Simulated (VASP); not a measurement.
A run of VASP 6.6.1:

INCAR

```
  PREC = Accurate
  ENCUT = 600
  EDIFF = 1E-6
  ISMEAR = 0
  SIGMA = 0.02
  LREAL = F
  LASPH = T
  NELM = 100
  ALGO = Normal
  ISIF = 3
  LWAVE = F
  LCHARG = F
  GGA = CA
  IBRION = 2
  NSW = 100
  EDIFFG = -0.005
```

KPOINTS

```
Automatic mesh
0
Gamma
  8 8 8
```

File POSCAR:

```
MgS
1.0
    0.0000000000      2.6016500000      2.6016500000
    2.6016500000      0.0000000000      2.6016500000
    2.6016500000      2.6016500000      0.0000000000
Mg S
1 1
Direct
    0.0000000000      0.0000000000      0.0000000000
    0.5000000000      0.5000000000      0.5000000000
```

Potentials or basis: VASP PAW LDA potentials, release 64 (Mg, S).

Command:

```sh
$ cat potpaw_LDA.64/Mg/POTCAR potpaw_LDA.64/S/POTCAR > POTCAR
$ mpirun -np 1 vasp_std > vasp.out
```

Hardware: 1 thread of Intel(R) Xeon(R) Platinum 8259CL CPU @ 2.50GHz (Skylake/Cascade Lake), with other jobs on the host.

**Question.** Estimate the wall time of this run.

**Answer.** Run time: 18 s on 1 thread of Intel(R) Xeon(R) Platinum 8259CL CPU @ 2.50GHz (Skylake/Cascade Lake), with other jobs on the host, peak memory 0.16 GiB. Counts: scf iterations 24, k points 29, ion steps 3.
